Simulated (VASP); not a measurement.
# Ge (P6_3/mmc) in VASP: single point with PBE

Aim: the single point of Ge with PBE.

Everything below comes from runs of VASP 6.6.1. Logs are shortened: lines on timing, memory, paths and dates and some standing lists are left out, and cuts for length are marked.

### Step 1. The cell of the first run

Symmetry: P6_3/mmc, No. 194, hexagonal system. Conventional cell: a = 4.066 Å, b = 4.066 Å, c = 13.337 Å, α = 90.00°, β = 90.00°, γ = 120.00°. Ge (site symmetry 3m) has 4 Ge at 2.49 Å within 3.3 Å. Within 3.3 Å of Ge (site symmetry 3m) lie 4 Ge at 2.49 to 2.51 Å.

This isn't the form of Ge at room conditions, which is diamond.

### Step 2. Single point, PBE

File INCAR:

```
PREC = Accurate
ENCUT = 520
EDIFF = 1E-6
ISMEAR = 0
SIGMA = 0.1
LREAL = False
LASPH = True
NELM = 80
ALGO = Normal
ISIF = 2
LWAVE = False
LCHARG = False
GGA = PE
NBANDS = 66
```

File KPOINTS:

```
regular mesh
0
Gamma
  12 12 4
```

File POSCAR:

```
Ge
1.0
    4.0659877466      0.0000000000      0.0000000000
   -2.0329938733      3.5212486800      0.0000000000
    0.0000000000      0.0000000000     13.3365672789
Ge
8
Direct
    0.0000000000      0.0000000000      0.4067741567
    0.0000000000      0.0000000000      0.5932258433
    0.0000000000      0.0000000000      0.9067741567
    0.0000000000      0.0000000000      0.0932258433
    0.3333333333      0.6666666667      0.3442037614
    0.6666666667      0.3333333333      0.6557962386
    0.6666666667      0.3333333333      0.8442037614
    0.3333333333      0.6666666667      0.1557962386
```

Potentials or basis: VASP PAW PBE potentials, release 64 (Ge_d).

Command:

```bash
> cat potpaw_PBE.64/Ge_d/POTCAR > POTCAR
> mpirun -np 1 vasp_std > vasp.out
```

OUTCAR:

```text
PREC = Accurate
   ENCUT = 520
   EDIFF = 1E-6
   ISMEAR = 0
   LREAL = False
   LASPH = True
   NELM = 80
   ISIF = 2
   GGA = PE

 ion  position               nearest neighbor table
   1  0.000  0.000  0.407-   2 2.49   5 2.49   5 2.49   5 2.49
   2  0.000  0.000  0.593-   1 2.49   6 2.49   6 2.49   6 2.49
   3  0.000  0.000  0.907-   4 2.49   7 2.49   7 2.49   7 2.49
   4  0.000  0.000  0.093-   3 2.49   8 2.49   8 2.49   8 2.49
   5  0.333  0.667  0.344-   1 2.49   1 2.49   1 2.49   8 2.51
   6  0.667  0.333  0.656-   2 2.49   2 2.49   2 2.49   7 2.51
   7  0.667  0.333  0.844-   3 2.49   3 2.49   3 2.49   6 2.51
   8  0.333  0.667  0.156-   4 2.49   4 2.49   4 2.49   5 2.51

  LATTYP: Found a hexagonal cell.
 ALAT       =     4.0659877466
 C/A-ratio  =     3.2800313503

  Lattice vectors:

 A1 = (   4.0659877466,   0.0000000000,   0.0000000000)
 A2 = (  -2.0329938733,   3.5212486800,   0.0000000000)
 A3 = (   0.0000000000,   0.0000000000,  13.3365672789)

Analysis of symmetry for initial positions (statically):
=====================================================================
 Subroutine PRICEL returns:
 Original cell was already a primitive cell.

 Routine SETGRP: Setting up the symmetry group for a
 hexagonal supercell.

 Subroutine GETGRP returns: Found 24 space group operations
 (whereof 12 operations were pure point group operations)
 out of a pool of 24 trial point group operations.

The static configuration has the point symmetry D_3d.
 The point group associated with its full space group is D_6h.

Analysis of symmetry for dynamics (positions and initial velocities):
=====================================================================
 Subroutine PRICEL returns:
 Original cell was already a primitive cell.

 Routine SETGRP: Setting up the symmetry group for a
 hexagonal supercell.

 Subroutine GETGRP returns: Found 24 space group operations
 (whereof 12 operations were pure point group operations)
 out of a pool of 24 trial point group operations.

The dynamic configuration has the point symmetry D_3d.
 The point group associated with its full space group is D_6h.

 Subroutine INISYM returns: Found 24 space group operations
 (whereof 12 operations are pure point group operations),
 and found     1 'primitive' translations

----------------------------------------------------------------------------------------

                                     Primitive cell

  volume of cell :     190.9444

  direct lattice vectors                    reciprocal lattice vectors
     4.065987747  0.000000000  0.000000000     0.245942699  0.141995083  0.000000000
    -2.032993873  3.521248680  0.000000000     0.000000000  0.283990167  0.000000000
     0.000000000  0.000000000 13.336567279     0.000000000  0.000000000  0.074981813

  length of vectors
     4.065987747  4.065987747 13.336567279     0.283990167  0.283990167  0.074981813

  position of ions in fractional coordinates (direct lattice)
     0.000000000  0.000000000  0.406774157
     0.000000000  0.000000000  0.593225843
     0.000000000  0.000000000  0.906774157
     0.000000000  0.000000000  0.093225843
     0.333333333  0.666666667  0.344203761
     0.666666667  0.333333333  0.655796239
     0.666666667  0.333333333  0.844203761
     0.333333333  0.666666667  0.155796239

  ion indices of the primitive-cell ions
   primitive index   ion index
                 1           1
                 2           2
                 3           3
                 4           4
                 5           5
                 6           6
                 7           7
                 8           8

----------------------------------------------------------------------------------------

 KPOINTS: regular mesh

Automatic generation of k-mesh.
 Grid dimensions read from file:
 generate k-points for:   12   12    4

 Generating k-lattice:

  Cartesian coordinates                     Fractional coordinates (reciprocal lattice)
     0.020495225  0.011832924  0.000000000     0.083333333  0.000000000  0.000000000
     0.000000000  0.023665847  0.000000000     0.000000000  0.083333333  0.000000000
     0.000000000  0.000000000  0.018745453     0.000000000  0.000000000  0.250000000

  Length of vectors
     0.023665847  0.023665847  0.018745453

  Shift w.r.t. Gamma in fractional coordinates (k-lattice)
     0.000000000  0.000000000  0.000000000

 Subroutine IBZKPT returns following result:
 ===========================================

 Found     57 irreducible k-points:

 Following reciprocal coordinates:
            Coordinates               Weight
  0.000000  0.000000  0.000000      1.000000
  0.083333 -0.000000  0.000000      6.000000
  0.166667 -0.000000  0.000000      6.000000
  0.250000 -0.000000  0.000000      6.000000
  0.333333 -0.000000  0.000000      6.000000
  0.416667 -0.000000  0.000000      6.000000
[... 16 lines left out ...]
  0.250000 -0.000000  0.250000     12.000000
  0.333333 -0.000000  0.250000     12.000000
 [... further k-points ...]
   k-points           NKPTS =     57   k-points in BZ     NKDIM =     57   number of bands    NBANDS=     66
   number of dos      NEDOS =    301   number of ions     NIONS =      8
   total plane-waves  NPLWV =  90000
   dimension x,y,z NGX =    30 NGY =   30 NGZ =  100
   dimension x,y,z NGXF=    60 NGYF=   60 NGZF=  200
   ions per type =               8
   NGX,Y,Z   is equivalent  to a cutoff of  12.27, 12.27, 12.47 a.u.
   NGXF,Y,Z  is equivalent  to a cutoff of  24.53, 24.53, 24.93 a.u.
 SYSTEM =  unknown system
   PREC   = accura    normal or accurate (medium, high low for compatibility)
   ISTART =      0    job   : 0-new  1-cont  2-samecut
   ICHARG =      2    charge: 1-file 2-atom 10-const
   ISPIN  =      1    spin polarized calculation?
   LNONCOLLINEAR =      F non collinear calculations
   LSORBIT =      F    spin-orbit coupling
   LASPH  =      T    aspherical Exc in radial PAW
   ENCUT  =  520.0 eV  38.22 Ry    6.18 a.u.   7.56  7.56 24.80*2*pi/ulx,y,z
   NELM   =     80;   NELMIN=  2; NELMDL= -5     # of ELM steps
   EDIFF  = 0.1E-05   stopping-criterion for ELM
   LREAL  =      F    real-space projection
   EDIFFG = 0.1E-04   stopping-criterion for IOM
   NSW    =      0    number of steps for IOM
   IBRION =     -1    ionic relax: 0-MD 1-quasi-New 2-CG
   NFREE  =      0    steps in history (QN), initial steepest desc. (CG)
   ISIF   =      2    stress and relaxation
   ISYM   =      2    0-nonsym 1-usesym 2-fastsym
   POTIM  = 0.5000    time-step for ionic-motion
   TEBEG  =    0.0;   TEEND  =   0.0 temperature during run
   PSTRESS=    0.0 pullay stress
   NELECT =     112.0000    total number of electrons
   NUPDOWN=      -1.0000    fix difference up-down
   EMIN   =  10.00;   EMAX   =-10.00  energy-range for DOS
   EFERMI =   0.00;   METHOD = LEGACY
   ISMEAR =     0;   SIGMA  =   0.10  broadening in eV -4-tet -1-fermi 0-gaus
   EFERMI_NEDOS =   21; number of points for ismear=-14 and -15
   IALGO  =     38    algorithm
   IMIX   =      4    mixing-type and parameters
     AMIX     =   0.40;   BMIX     =  1.00
     AMIX_MAG =   1.60;   BMIX_MAG =  1.00
  volume/ion in A,a.u.               =      23.87       161.07
  Fermi-wavevector in a.u.,A,eV,Ry     =   1.370393  2.589668 25.551440  1.877978
  Thomas-Fermi vector in A             =   2.496184
   LORBIT       =      0    0 simple, 1 ext, 2 COOP (PROOUT), +10 PAW based schemes
   GGA     = PE    functional components
   LHFCALC =     F    Hartree Fock is set to
   AEXX    =    0.0000 exact exchange contribution
   IVDW    =     0    specifies the selected vdW correction
   LEPSILON=     F    determine dielectric tensor
   LRPA    =     F    only Hartree local field effects (RPA)
 non-spin polarized calculation
 Gauss-broadening in eV      SIGMA  =   0.10
  energy-cutoff  :      520.00
  volume of cell :      190.94
 maximum number of plane-waves:      5186
   NGX = 15   NGY = 15   NGZ = 49

 number of electron     111.9999930 magnetization

 Free energy of the ion-electron system (eV)
  ---------------------------------------------------
  ext. energy  EPLUGINS =         0.00000000
  ---------------------------------------------------
  free energy    TOTEN  =       -36.08027375 eV

  energy without entropy =      -36.07900855  energy(sigma->0) =      -36.07964115

 E-fermi :   4.5097     XC(G=0):  -9.6748

 val. band max:        4.4866566063   @ k =   0.0000   0.0000   0.0000
 cond. band min:       4.5603119257   @ k =   0.0000   0.0000   0.0000
 fundamental gap:      0.0736553194
 Fermi energy:         4.5097168451

 k-point     1 :       0.0000    0.0000    0.0000
  band No.  band energies     occupation
      1     -20.2874      2.00000
      2     -20.2874      2.00000
      3     -20.2794      2.00000
      4     -20.2794      2.00000
      5     -20.2756      2.00000
      6     -20.2756      2.00000
[... 58 lines left out ...]
     65       7.7142      0.00000
     66       8.2073      0.00000

 k-point     2 :       0.0833   -0.0000    0.0000
  band No.  band energies     occupation
      1     -20.2924      2.00000
      2     -20.2889      2.00000
      3     -20.2809      2.00000
      4     -20.2806      2.00000
      5     -20.2791      2.00000
      6     -20.2771      2.00000
[... 58 lines left out ...]
     65       7.9826      0.00000
     66       8.0039      0.00000

 k-point     3 :       0.1667   -0.0000    0.0000
  band No.  band energies     occupation
      1     -20.3005      2.00000
      2     -20.2921      2.00000
      3     -20.2848      2.00000
      4     -20.2841      2.00000
      5     -20.2835      2.00000
      6     -20.2804      2.00000
[... 1438 lines left out ...]
     65       9.0296      0.00000
     66       9.1842      0.00000

 k-point    24 :       0.3333   -0.0000    0.2500
  band No.  band energies     occupation
      1     -20.3069      2.00000
      2     -20.2961      2.00000
      3     -20.2954      2.00000
      4     -20.2914      2.00000
      5     -20.2850      2.00000
      6     -20.2832      2.00000
[... 58 lines left out ...]
     65       9.3716      0.00000
     66       9.4445      0.00000

 [... further k-points ...]

------------------------ aborting loop because EDIFF is reached ----------------------------------------

  FORCE on cell =-STRESS in cart. coord.  units (eV):
  Direction    XX          YY          ZZ          XY          YZ          ZX
  --------------------------------------------------------------------------------------
  -------------------------------------------------------------------------------------
  Total       -0.0882791     -0.0882791     -0.0401457      0.0000000      0.0000000      0.0000000
  in kB       -0.7407328     -0.7407328     -0.3368545      0.0000000      0.0000000      0.0000000
  external PRESSURE =      -0.6061067 kB  Pullay stress =       0.0000000 kB

 VOLUME and BASIS-vectors are now :
 -----------------------------------------------------------------------------
  energy-cutoff  :      520.00
  volume of cell :      190.94
      direct lattice vectors                 reciprocal lattice vectors
     4.065987747  0.000000000  0.000000000     0.245942699  0.141995083  0.000000000
    -2.032993873  3.521248680  0.000000000     0.000000000  0.283990167  0.000000000
     0.000000000  0.000000000 13.336567279     0.000000000  0.000000000  0.074981813

 POSITION                                       TOTAL-FORCE (eV/Angst)
 -----------------------------------------------------------------------------------
      0.00000      0.00000      5.42497        -0.000000      0.000000      0.004193
      0.00000      0.00000      7.91160        -0.000000     -0.000000     -0.004193
      0.00000      0.00000     12.09325        -0.000000      0.000000      0.004193
      0.00000      0.00000      1.24331         0.000000     -0.000000     -0.004193
     -0.00000      2.34750      4.59050        -0.000000      0.000000     -0.003679
      2.03299      1.17375      8.74607         0.000000     -0.000000      0.003679
      2.03299      1.17375     11.25878         0.000000      0.000000     -0.003679
     -0.00000      2.34750      2.07779        -0.000000     -0.000000      0.003679
 -----------------------------------------------------------------------------------
    total drift:                                0.000000      0.000000      0.000000

  FREE ENERGIE OF THE ION-ELECTRON SYSTEM (eV)
  ---------------------------------------------------
  free  energy   TOTEN  =       -36.0802737458 eV

  energy  without entropy=      -36.0790085468  energy(sigma->0) =      -36.07964115
```

Wall time 17 min (1 thread of Intel Xeon Platinum 8259CL at 2.50GHz (Skylake/Cascade Lake), shared host); peak memory 0.59 GiB.

Results:

| Item | Value |
| --- | --- |
| Free energy | -36.0803 eV |
| Pressure | -0.1 GPa |
| Largest force | 0.004 eV/Å |
| Band gap on the k mesh | zero (bands 56 and 57 overlap by 0.02 eV) |

Forces in eV/Å, atoms in the order of the input:
```
Ge   0.000  0.000  0.004
Ge   0.000  0.000 -0.004
Ge   0.000  0.000  0.004
Ge   0.000  0.000 -0.004
Ge   0.000  0.000 -0.004
Ge   0.000  0.000  0.004
Ge   0.000  0.000 -0.004
Ge   0.000  0.000  0.004
```

Caveat: semilocal functionals underestimate gaps, and a narrow one can read as zero.

The gap in the log of VASP goes by the Fermi energy; the results here count the filled bands.